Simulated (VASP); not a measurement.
# Se (Pm-3m) in VASP: a series of runs, part 2 of 2

VASP 6.6.1.

### Step 6. Single point, r2SCAN

This run uses another cell than the first one, of 24.42 Å³/atom, 1.100 times its volume.

File POSCAR:

```
Se
1.0
    2.9012852013      0.0000000000      0.0000000000
    0.0000000000      2.9012852013      0.0000000000
    0.0000000000      0.0000000000      2.9012852013
Se
1
Direct
    0.0000000000      0.0000000000      0.0000000000
```

File INCAR.step1:

```
SYSTEM = Se
ALGO = Normal
EDIFF = 1E-4
ENCUT = 520
GGA = PE
ISMEAR = -1
LASPH = .TRUE.
LCHARG = .FALSE.
LREAL = .FALSE.
LWAVE = .TRUE.
NBANDS = 9
NELM = 60
PREC = Accurate
SIGMA = 0.1
```

File INCAR.step2:

```
SYSTEM = Se
ALGO = Normal
EDIFF = 1E-7
ENCUT = 520
ISIF = 2
ISMEAR = -1
ISTART = 1
LASPH = .TRUE.
LCHARG = .TRUE.
LELF = .TRUE.
LMIXTAU = .TRUE.
LREAL = .FALSE.
LVHAR = .TRUE.
LWAVE = .FALSE.
METAGGA = R2SCAN
NBANDS = 9
NELM = 60
PREC = Accurate
SIGMA = 0.1
```

File KPOINTS:

```
k-points
0
G
  8 8 8
  0 0 0
```

Potentials or basis: VASP PAW PBE potentials, release 64 (Se).

On the command line:

```
$ cat potpaw_PBE.64/Se/POTCAR > POTCAR
$ cp INCAR.step1 INCAR
$ mpirun -np 1 vasp_std > vasp.out
$ cp INCAR.step2 INCAR
$ mpirun -np 1 vasp_std > vasp.out
```

OUTCAR:

```text
SYSTEM = Se
   EDIFF = 1E-7
   ENCUT = 520
   ISIF = 2
   ISMEAR = -1
   ISTART = 1
   LASPH = .TRUE.
   LREAL = .FALSE.
   METAGGA = R2SCAN
   NELM = 60
   PREC = Accurate

 ion  position               nearest neighbor table
   1  0.000  0.000  0.000-

  LATTYP: Found a simple cubic cell.
 ALAT       =     2.9012852013

  Lattice vectors:

 A1 = (   2.9012852013,   0.0000000000,   0.0000000000)
 A2 = (   0.0000000000,   2.9012852013,   0.0000000000)
 A3 = (   0.0000000000,   0.0000000000,   2.9012852013)

Analysis of symmetry for initial positions (statically):
=====================================================================
 Subroutine PRICEL returns:
 Original cell was already a primitive cell.

 Routine SETGRP: Setting up the symmetry group for a
 simple cubic supercell.

 Subroutine GETGRP returns: Found 48 space group operations
 (whereof 48 operations were pure point group operations)
 out of a pool of 48 trial point group operations.

The static configuration has the point symmetry O_h .

Analysis of symmetry for dynamics (positions and initial velocities):
=====================================================================
 Subroutine PRICEL returns:
 Original cell was already a primitive cell.

 Routine SETGRP: Setting up the symmetry group for a
 simple cubic supercell.

 Subroutine GETGRP returns: Found 48 space group operations
 (whereof 48 operations were pure point group operations)
 out of a pool of 48 trial point group operations.

The dynamic configuration has the point symmetry O_h .

 Subroutine INISYM returns: Found 48 space group operations
 (whereof 48 operations are pure point group operations),
 and found     1 'primitive' translations

----------------------------------------------------------------------------------------

                                     Primitive cell

  volume of cell :      24.4214

  direct lattice vectors                    reciprocal lattice vectors
[... 102 lines left out ...]
   IALGO  =     38    algorithm
   IMIX   =      4    mixing-type and parameters
     AMIX     =   0.40;   BMIX     =  1.00
     AMIX_MAG =   1.60;   BMIX_MAG =  1.00
  volume/ion in A,a.u.               =      24.42       164.80
  Fermi-wavevector in a.u.,A,eV,Ry     =   1.025341  1.937613 14.304123  1.051323
  Thomas-Fermi vector in A             =   2.159176
   LORBIT       =      0    0 simple, 1 ext, 2 COOP (PROOUT), +10 PAW based schemes
   METAGGA = R2SCAN    functional components
   LHFCALC =     F    Hartree Fock is set to
   AEXX    =    0.0000 exact exchange contribution
   IVDW    =     0    specifies the selected vdW correction
   LEPSILON=     F    determine dielectric tensor
   LRPA    =     F    only Hartree local field effects (RPA)
 non-spin polarized calculation
  energy-cutoff  :      520.00
  volume of cell :       24.42
 maximum number of plane-waves:       691
 NGX is ok and might be reduce to    24
   NGX = 11   NGY = 11   NGZ = 11

 number of electron       6.0000001 magnetization

 Free energy of the ion-electron system (eV)
  ---------------------------------------------------
  ext. energy  EPLUGINS =         0.00000000
  ---------------------------------------------------
  free energy    TOTEN  =       -14.02832780 eV

  energy without entropy =      -14.01220085  energy(sigma->0) =      -14.02026432

 E-fermi :   3.6864     XC(G=0): -10.0721

 val. band max:        3.4919390005   @ k =   0.1250   0.1250   0.1250
 cond. band min:       3.7488703079   @ k =   0.2500   0.1250   0.0000
 fundamental gap:      0.2569313074
 Fermi energy:         3.6863578144

 k-point     1 :       0.0000    0.0000    0.0000
  band No.  band energies     occupation
      1     -12.4884      2.00000
      2       4.9108      0.00001
      3       4.9108      0.00001
      4       4.9108      0.00001
      5      11.8267      0.00000
      6      11.9461      0.00000
      7      11.9461      0.00000
      8      25.9979      0.00000
      9      25.9979      0.00000
[... 265 lines left out ...]
 k-point    24 :       0.5000    0.3750    0.1250
  band No.  band energies     occupation
      1      -8.8792      2.00000
      2      -1.3625      2.00000
      3      -0.1331      2.00000
      4       5.7184      0.00000
      5       8.5098      0.00000
      6      15.9418      0.00000
      7      17.0436      0.00000
      8      18.9063      0.00000
      9      22.9635      0.00000

 [... further k-points ...]
[... 5 lines left out ...]
  --------------------------------------------------------------------------------------
  -------------------------------------------------------------------------------------
  Total       -0.8314588     -0.8314588     -0.8314588     -0.0000000     -0.0000000      0.0000000
  in kB      -54.5481508    -54.5481508    -54.5481508     -0.0000000     -0.0000000      0.0000000
  external PRESSURE =     -54.5481508 kB  Pullay stress =       0.0000000 kB

 VOLUME and BASIS-vectors are now :
 -----------------------------------------------------------------------------
  energy-cutoff  :      520.00
  volume of cell :       24.42
      direct lattice vectors                 reciprocal lattice vectors
     2.901285201  0.000000000  0.000000000     0.344674836  0.000000000  0.000000000
     0.000000000  2.901285201  0.000000000     0.000000000  0.344674836  0.000000000
     0.000000000  0.000000000  2.901285201     0.000000000  0.000000000  0.344674836

 POSITION                                       TOTAL-FORCE (eV/Angst)
 -----------------------------------------------------------------------------------
      0.00000      0.00000      0.00000         0.000000      0.000000      0.000000
 -----------------------------------------------------------------------------------
    total drift:                               -0.000000      0.000000      0.000000

  FREE ENERGIE OF THE ION-ELECTRON SYSTEM (eV)
  ---------------------------------------------------
  free  energy   TOTEN  =       -14.0283277988 eV

  energy  without entropy=      -14.0122008485  energy(sigma->0) =      -14.02026432
```

OUTCAR.step1:

```text
SYSTEM = Se
   EDIFF = 1E-4
   ENCUT = 520
   GGA = PE
   ISMEAR = -1
   LASPH = .TRUE.
   LREAL = .FALSE.
[... 504 lines left out ...]
 -----------------------------------------------------------------------------------
      0.00000      0.00000      0.00000         0.000000      0.000000      0.000000
 -----------------------------------------------------------------------------------
    total drift:                               -0.000000      0.000000      0.000000

  FREE ENERGIE OF THE ION-ELECTRON SYSTEM (eV)
  ---------------------------------------------------
  free  energy   TOTEN  =        -3.3185053432 eV

  energy  without entropy=       -3.3015123901  energy(sigma->0) =       -3.31000887
```

It took 14 s on 1 thread of Intel Xeon Platinum 8488C (Sapphire Rapids), shared host; peak memory 0.14 GiB.

Results:

```yaml
Free_energy: -14.0283 eV
Pressure: -5.5 GPa
Band_gap_on_the_k_mesh: zero (band 3 reaches 6.20 eV, above the bottom of band 4 at 0.34 eV)
```

Caveat: the PAW data sets were made with another functional, which shifts forces and pressure a little.

### Step 7. Summary

| cell | gap on the mesh (eV) | pressure (GPa) |
| --- | --- | --- |
| a = 2.811 Å, 1 atom | none | 0.8 |
| a = 2.834 Å, 1 atom | none | -1.1 |
| a = 2.857 Å, 1 atom | none | -2.8 |
| a = 2.879 Å, 1 atom | none | -4.2 |
| a = 2.901 Å, 1 atom | none | -5.5 |

Alike in all rows: task single point; level r2SCAN; potentials or basis VASP PAW PBE potentials, release 64 (Se); no spin polarisation; k mesh 8 × 8 × 8; cutoff (eV) 520; smearing fermi-dirac 0.1 eV.

Caveats: the PAW data sets were made with another functional, which shifts forces and pressure a little.

Total energies depend on the potentials used, so only differences within one code and one set of settings carry meaning.
